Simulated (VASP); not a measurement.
ZnS, 4 atoms in the cell. The structure is hexagonal, space group P6_3mc (No. 186). The conventional cell has a = 3.844 Å, b = 3.844 Å, c = 6.302 Å, α = 90.00°, β = 90.00°, γ = 120.00°. Zn (site symmetry 3m) has 4 S at 2.36 Å within 3.1 Å. S (site symmetry 3m) has 4 Zn at 2.36 Å within 3.1 Å. 

```yaml
Program: VASP 6.6.1
Task: relaxation of cell and atoms
Functional: PBE
Potentials_or_basis: VASP PAW PBE potentials, release 64 (Zn, S)
Cutoff: 600 eV
k_mesh: 12 × 12 × 4
Occupations: gaussian, width 0.02 eV
Spin: no spin polarisation
Dipole_correction: no
Further_INCAR_settings: ALGO = Normal; EDIFF = 1e-06; IBRION = 2; EDIFFG = -0.01; NSW = 80; ISIF = 3
```

Potentials or basis: VASP PAW PBE potentials, release 64 (Zn, S).

The run is started by

```sh
$ cat potpaw_PBE.64/Zn/POTCAR potpaw_PBE.64/S/POTCAR > POTCAR
$ mpirun -np 1 vasp_std > vasp.out
```

Hardware: 1 thread of Intel(R) Xeon(R) Platinum 8559C (Emerald Rapids), with other jobs on the host.

Task: How long does it take, and how much memory?

Result: Wall time 110 s on 1 thread of Intel(R) Xeon(R) Platinum 8559C (Emerald Rapids), on a shared host, peak memory 0.28 GiB. Counts: scf iterations 22, k points 57, ion steps 2.
